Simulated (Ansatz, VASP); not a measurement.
BaS in VASP and in Ansatz

```
CELL_PARAMETERS angstrom
0.00000 3.12855 3.12855
3.12855 0.00000 3.12855
3.12855 3.12855 0.00000
ATOMIC_POSITIONS crystal
Ba 0.00000 0.00000 0.00000
S 0.50000 0.50000 0.50000
```

Change from the starting cell: volume scaled by 0.94, crystal datasets.

Alike in both runs: task electric field gradients; functional PBEsol; k mesh 8 × 8 × 8; occupations fermi-dirac, width 0.02 eV; no spin polarisation.

```csv
,VASP,Ansatz
version,VASP 6.6.1,Ansatz 0.2.0
potentials or method,"VASP PAW PBE potentials, release 64 (Ba_sv, S), cutoff 520 eV","all-electron PAW with datasets made for the crystal, scalar-relativistic"
```

|  | VASP | Ansatz | Ansatz less VASP |
| --- | --- | --- | --- |
| gap on the k mesh at the Fermi level (eV) | 1.86 | 1.97 | +0.114 |
| pressure (GPa) | 2.6 | 1.8 | -0.78 |

VASP's potentials were made for PBE, not for PBEsol. Ansatz ran all-electron here, and VASP with PAW potentials.

Neither program's run includes spin-orbit coupling.
